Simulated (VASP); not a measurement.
Set up this calculation in VASP 6.6.1, as the native input.

| Quantity | Value |
| --- | --- |
| Task | single point |
| Functional | r2SCAN |
| Potentials or basis | VASP PAW PBE potentials, release 64 (Be, C) |
| Cutoff | 520 eV |
| k mesh | 18 × 18 × 4 |
| Occupations | gaussian, width 0.1 eV |
| Spin | no spin polarisation |
| Dipole correction | no |
| Further INCAR settings | ALGO = Normal; EDIFF = 1e-06; NBANDS = 19 |

BeC2:

```
Be C
1.0
     2.42160    0.00000    0.00000
    -1.21080    2.09717    0.00000
     0.00000    0.00000   13.56378
Be C
2 4
Cartesian
  0.0000 1.3981 3.3909
  1.2108 0.6991 10.1728
  0.0000 1.3981 6.7820
  1.2108 0.6991 0.0001
  0.0000 1.3981 13.5636
  1.2108 0.6991 6.7817
```

The input as run:

POSCAR

```
BeC2
1.0
    2.4215980410      0.0000000000      0.0000000000
   -1.2107990205      2.0971654212      0.0000000000
    0.0000000000      0.0000000000     13.5637753746
Be C
2 4
Direct
    0.3333333333      0.6666666667      0.2500000000
    0.6666666667      0.3333333333      0.7500000000
    0.3333333333      0.6666666667      0.5000109031
    0.6666666667      0.3333333333      0.0000109031
    0.3333333333      0.6666666667      0.9999890969
    0.6666666667      0.3333333333      0.4999890969
```

INCAR.step1

```
PREC = Accurate
ENCUT = 520
ISMEAR = 0
SIGMA = 0.1
LREAL = False
LASPH = True
NELM = 100
NBANDS = 19
GGA = PE
ALGO = Normal
EDIFF = 1E-4
LWAVE = True
LCHARG = False
```

INCAR.step2

```
PREC = Accurate
ENCUT = 520
EDIFF = 1E-6
ISMEAR = 0
SIGMA = 0.1
LREAL = False
LASPH = True
NELM = 100
ALGO = Normal
ISIF = 2
LWAVE = False
LCHARG = False
METAGGA = R2SCAN
LMIXTAU = True
NBANDS = 19
ISTART = 1
```

KPOINTS

```
regular mesh
0
Gamma
  18 18 4
```

Potentials or basis: VASP PAW PBE potentials, release 64 (Be, C).

Command:

```bash
$ cat potpaw_PBE.64/Be/POTCAR potpaw_PBE.64/C/POTCAR > POTCAR
$ cp INCAR.step1 INCAR
$ mpirun -np 1 vasp_std > vasp.out
$ cp INCAR.step2 INCAR
$ mpirun -np 1 vasp_std > vasp.out
```

It gave:

```yaml
Pressure: 0.3 GPa
Band_gap_on_the_k_mesh: zero (bands 10 and 11 overlap by 1.56 eV)
```

Caveat: the PAW data sets were made with another functional, which shifts forces and pressure a little.

Wall time 9.2 min on 1 thread of Intel Xeon 8259CL, on a shared host, peak memory 0.27 GiB.
